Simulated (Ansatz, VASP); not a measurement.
## Si3GeO8 in VASP and in Ansatz

```xyz
12
Lattice="5.3609 0.0000 0.0000 0.0000 5.3609 0.0000 0.0000 0.0000 7.6176" Properties=species:S:1:pos:R:3 pbc="T T T"
Si    0.0000    0.0000    0.0000
Si    2.6805    0.0000    1.8246
Si    0.0000    2.6805    5.7929
Ge    2.6805    2.6805    3.8088
O     4.0178    0.0000    0.9081
O     1.3041    2.6805    4.8475
O     2.6805    1.3041    2.7700
O     0.0000    4.0178    6.7094
O     2.6805    4.0569    2.7700
O     0.0000    1.3431    6.7094
O     1.3431    0.0000    0.9081
O     4.0569    2.6805    4.8475
```

Alike in both runs: functional PBE; k mesh 4 × 4 × 4; occupations gaussian, width 0.02 eV; no spin polarisation.

Ansatz relaxed the structure, and its values are those at the end. VASP's run is a single point on that final structure, the one shown.

```csv
,VASP,Ansatz
version,VASP 6.6.1,Ansatz 0.2.0
potentials or method,"VASP PAW PBE potentials, release 64 (Si, Ge_d, O), cutoff 520 eV","scalar-relativistic, plane waves, PAW"
valence electrons in the cell,74,74
```

|  | VASP | Ansatz | Ansatz less VASP |
| --- | --- | --- | --- |
| gap on the k mesh at the Fermi level (eV) | 4.60 | 4.61 | +0.004 |
| least direct gap on the mesh (eV) | 4.62 | 4.63 | +0.003 |
| pressure (GPa) | -0.1 | 0.0 | +0.14 |
| rms of the force components (eV/Å) | 0.036 | 0.001 | -0.0348 |
